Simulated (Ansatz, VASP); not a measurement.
Two plane-wave programs on Cd4SeS3

Contents of INCAR:

```
PREC = Accurate ; ENCUT = 520
EDIFF = 1E-7 ; ISMEAR = 0
SIGMA = 0.1 ; LREAL = False
LASPH = True ; NELM = 100
ALGO = Normal ; ISIF = 2
LWAVE = False ; LCHARG = False
GGA = PE ; NBANDS = 46
```

File KPOINTS:

```
regular mesh
0
Gamma
  2 2 2
```

The input POSCAR:

```
Cd4SeS3
1.0
    5.9919743000      0.0000000000      0.0000000000
    0.0000000000      5.9919743000      0.0000000000
    0.0000000000      0.0000000000      5.9919743000
Cd Se S
4 1 3
Direct
    0.2442710000      0.7557290000      0.2442710000
    0.2442710000      0.2442710000      0.7557290000
    0.7557290000      0.7557290000      0.7557290000
    0.7557290000      0.2442710000      0.2442710000
    0.5000000000      0.5000000000      0.5000000000
    0.5000000000      0.0000000000      0.0000000000
    0.0000000000      0.0000000000      0.5000000000
    0.0000000000      0.5000000000      0.0000000000
```

Input for Ansatz:

```yaml
crystal:
  lattice:
    - [5.9919743, 0.0, 0.0]
    - [0.0, 5.9919743, 0.0]
    - [0.0, 0.0, 5.9919743]
  atoms:
    - { symbol: Cd, position: [0.244271, 0.755729, 0.244271] }
    - { symbol: Cd, position: [0.244271, 0.244271, 0.755729] }
    - { symbol: Cd, position: [0.755729, 0.755729, 0.755729] }
    - { symbol: Cd, position: [0.755729, 0.244271, 0.244271] }
    - { symbol: Se, position: [0.5, 0.5, 0.5] }
    - { symbol: S, position: [0.5, 0.0, 0.0] }
    - { symbol: S, position: [0.0, 0.0, 0.5] }
    - { symbol: S, position: [0.0, 0.5, 0.0] }
basis:
  ecutwfc: 420
kpoints:
  mp_grid: { grid: [2, 2, 2] }
hamiltonian:
  xc: pbe
scf:
  occupations: { method: gaussian, width: 0.1 }
  lower_state_search: "off"
output:
  forces: true
  stress: true
  eigenvalues: true
```

Alike in both runs: task single point; functional PBE; k mesh 2 × 2 × 2; occupations gaussian, width 0.1 eV; no spin polarisation.

```csv
,VASP,Ansatz
version,VASP 6.6.1,Ansatz 0.2.0
potentials or method,"VASP PAW PBE potentials, release 64 (Cd, Se, S), cutoff 520 eV","scalar-relativistic, plane waves, PAW"
valence electrons in the cell,72,114
```

Ansatz gave:

```
gap on the k mesh at the Fermi level (eV) : 0.86
least direct gap on the mesh (eV)         : 0.86
pressure (GPa)                            : 0.1
rms of the force components (eV/Å)        : 0.005
```

What did VASP give for the same quantities?

gap on the k mesh at the Fermi level (eV): 0.86; least direct gap on the mesh (eV): 0.86; pressure (GPa): 0.4; rms of the force components (eV/Å): 0.005.

Atom by atom the forces differ by 0.000 eV/Å (rms over components). The functional is the same, so the differences come from potentials, cutoffs and numerics. VASP's potentials hold 72 valence electrons a cell and Ansatz's 114, so a difference there can come from the potentials and not from the codes.

The k mesh is coarse, so the values compare programs but aren't converged.
